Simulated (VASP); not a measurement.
A run of VASP 6.6.1:

The input INCAR:

```
PREC = Accurate
ENCUT = 500
EDIFF = 1E-6
ISMEAR = 0
SIGMA = 0.01
LREAL = F
LASPH = T
NELM = 120
ALGO = Normal
ISIF = 2
LWAVE = F
LCHARG = F
GGA = PE
NBANDS = 15
GGA_COMPAT = F
```

The input KPOINTS:

```
regular mesh
0
Gamma
  4 4 4
```

Contents of POSCAR:

```
KI
1.0
    0.0000000000      3.5922490341      3.5922490341
    3.5922490341      0.0000000000      3.5922490341
    3.5922490341      3.5922490341      0.0000000000
K I
1 1
Direct
    0.0000000000      0.0000000000      0.0000000000
    0.5000000000      0.5000000000      0.5000000000
```

Potentials or basis: VASP PAW PBE potentials, release 64 (K_sv, I).

Launch:

```bash
$ cat potpaw_PBE.64/K_sv/POTCAR potpaw_PBE.64/I/POTCAR > POTCAR
$ mpirun -np 1 vasp_std > vasp.out
```

Hardware: 1 thread of AMD EPYC 7R43 64-Core Processor (Zen 3), with other jobs on the host.

Problem. Estimate the wall time of this run.

Solution. Wall time 19 s on 1 thread of AMD EPYC 7R43 64-Core Processor (Zen 3), with other jobs on the host, peak memory 0.2 GiB. Counts: scf iterations 12, k points 8.
